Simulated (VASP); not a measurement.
The system is Bi2B3Br.

```
CELL_PARAMETERS angstrom
3.30368 1.90738 3.54180
-3.30368 1.90738 3.54180
0.00000 -3.81476 3.54180
ATOMIC_POSITIONS crystal
B 0.14456 0.78791 0.14456
B 0.14456 0.14456 0.78791
B 0.78791 0.14456 0.14456
Bi 0.35061 0.35061 0.35061
Bi 0.77944 0.77944 0.77944
Br 0.08245 0.08245 0.08245
```

| Quantity | Value |
| --- | --- |
| Program | VASP 6.6.1 |
| Task | relaxation of cell and atoms |
| Functional | PBE |
| Potentials or basis | VASP PAW PBE potentials, release 64 (B, Bi_d, Br) |
| Cutoff | 600 eV |
| k mesh | 3 × 3 × 3 |
| Occupations | gaussian, width 0.1 eV |
| Spin | no spin polarisation |

At the start: pressure 36.3 GPa; volume 22.32 Å³/atom.

**Question.** Where does the relaxation end?

**Answer.** Over 23 steps the energy falls by 2468.0 meV/atom and the volume is 22.84 Å³/atom (+2.3 %); space group R3m (No. 160, to 0.05 Å).

Step by step:
| step | energy change (eV) | largest force (eV/Å) | pressure (GPa) | volume (Å³) |
| --- | --- | --- | --- | --- |
| 1 | 0.0000 | 27.2683 | 36.30 | 133.91 |
| 2 | 5.7822 | 46.8545 | 21.52 | 256.38 |
| 3 | -3.2078 | 18.3318 | 11.28 | 219.09 |
| 4 | -5.3494 | 12.3482 | 8.24 | 205.26 |
| 5 | -9.5663 | 5.1401 | 2.08 | 166.34 |
| 6 | -10.6169 | 4.1926 | 2.08 | 149.56 |
| 7 | -10.6151 | 4.0556 | 2.60 | 147.58 |
| 8 | -10.6223 | 4.1353 | 2.26 | 148.71 |
| 9 | -11.6643 | 2.4250 | -1.31 | 156.22 |
| 10 | -12.5613 | 1.9652 | -4.41 | 167.13 |
| 11 | -12.8404 | 2.3243 | -6.67 | 190.18 |
| 12 | -13.0457 | 2.3010 | -6.33 | 179.53 |
| 13 | -13.9123 | 1.6961 | -5.46 | 168.30 |
| 14 | -14.1904 | 1.5827 | -3.74 | 159.54 |
| 15 | -14.5306 | 1.0885 | -2.30 | 150.57 |
| 16 | -14.7472 | 0.9964 | 0.89 | 138.39 |
| 17 | -14.7989 | 0.2254 | -0.13 | 138.55 |
| 18 | -14.7989 | 0.2177 | -0.11 | 138.54 |
| 19 | -14.8058 | 0.0908 | -0.09 | 138.28 |
| 20 | -14.8071 | 0.0560 | -0.08 | 138.11 |
| 21 | -14.8073 | 0.0473 | -0.06 | 137.89 |
| 22 | -14.8078 | 0.0430 | -0.01 | 137.21 |
| 23 | -14.8081 | 0.0399 | -0.01 | 137.05 |

Final structure:
```xyz
6
Lattice="3.1880 1.8406 3.8929 -3.1880 1.8406 3.8929 0.0000 -3.6812 3.8929" Properties=species:S:1:pos:R:3 pbc="T T T"
B    -1.8307    1.0570    3.6685
B     0.0000   -2.1140    3.6685
B     1.8307    1.0570    3.6685
Bi    0.0000    0.0000    4.8884
Bi    0.0000    0.0000    9.5790
Br    0.0000    0.0000    1.2654
```

Caveat: the k points lie up to 0.42 Å⁻¹ apart in the final cell.
